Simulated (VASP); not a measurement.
The system is TiB4.

```xyz
5
Lattice="-2.2264 2.2264 2.2264 2.2264 -2.2264 2.2264 2.2264 2.2264 -2.2264" Properties=species:S:1:pos:R:3 pbc="T T T"
Ti    0.0000    0.0000    0.0000
B     1.1132    1.1132   -1.1132
B     1.1132   -1.1132    1.1132
B    -1.1132    1.1132    1.1132
B     1.1132    1.1132    1.1132
```

* Program: VASP 6.6.1
* Task: relaxation of cell and atoms
* Functional: PBE
* Potentials or basis: VASP PAW PBE potentials, release 64 (Ti_sv, B)
* Cutoff: 600 eV
* k mesh: 6 × 6 × 6
* Occupations: gaussian, width 0.1 eV
* Spin: no spin polarisation

At the start: pressure 55.1 GPa; volume 8.83 Å³/atom.

Question: How do energy, volume and symmetry change on relaxing?

Answer: Over 3 steps the energy falls by 432.2 meV/atom and the volume is 11.88 Å³/atom (+34.5 %); space group Im-3m (No. 229, to 0.05 Å).

Step by step:
```
step  energy change (eV)  largest force (eV/Å)  pressure (GPa)  volume (Å³)
   1              0.0000                0.0000           55.07        44.14
   2             -1.9106                0.0000          -10.50        66.50
   3             -2.1612                0.0000            0.14        59.39
```

Final structure:
```xyz
5
Lattice="-2.4578 2.4578 2.4578 2.4578 -2.4578 2.4578 2.4578 2.4578 -2.4578" Properties=species:S:1:pos:R:3 pbc="T T T"
Ti    0.0000    0.0000    0.0000
B     1.2289    1.2289   -1.2289
B     1.2289   -1.2289    1.2289
B    -1.2289    1.2289    1.2289
B     1.2289    1.2289    1.2289
```

Caveat: the volume moved by over 15 % at a fixed basis, so the end points are rough.
